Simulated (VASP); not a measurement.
A run of VASP 6.6.1 is set up as follows.

INCAR

```
ALGO = Normal ; EDIFF = 1E-7
ENCUT = 520 ; GGA = RP
ISIF = 2 ; ISMEAR = -1
IVDW = 13 ; LASPH = True
LCHARG = False ; LREAL = False
LWAVE = False ; NBANDS = 56
NELM = 100 ; PREC = Accurate
SIGMA = 0.05
```

Contents of KPOINTS:

```
k-points
0
Gamma
  5 8 4
```

POSCAR

```
HfO2
1.0
    5.5569769888      0.0000000000      0.0000000000
    0.0000000000      3.3373318895      0.0000000000
    0.0000000000      0.0000000000      6.5059390298
Hf O
4 8
Direct
    0.7488713814      0.7500000000      0.6078382494
    0.2511286186      0.2500000000      0.3921617506
    0.2488713814      0.7500000000      0.8921617506
    0.7511286186      0.2500000000      0.1078382494
    0.6397264272      0.2500000000      0.4234044677
    0.3602735728      0.7500000000      0.5765955323
    0.1397264272      0.2500000000      0.0765955323
    0.8602735728      0.7500000000      0.9234044677
    0.5208926222      0.2500000000      0.8409805421
    0.4791073778      0.7500000000      0.1590194579
    0.0208926222      0.2500000000      0.6590194579
    0.9791073778      0.7500000000      0.3409805421
```

Potentials or basis: VASP PAW PBE potentials, release 64 (Hf_pv, O).

Run with:

```sh
$ cat potpaw_PBE.64/Hf_pv/POTCAR potpaw_PBE.64/O/POTCAR > POTCAR
$ mpirun -np 1 vasp_std > vasp.out
```

Task: What does it give for the pressure?

Result: -3.8 GPa.

Task: What does it give for the largest force?

Result: 0.072 eV/Å.

Stress tensor (GPa, compression positive):
```
-3.73  0.00  0.00
 0.00 -3.82  0.00
 0.00  0.00 -3.88
```

Caveat: the PAW data sets were made with another functional, which shifts forces and pressure a little.
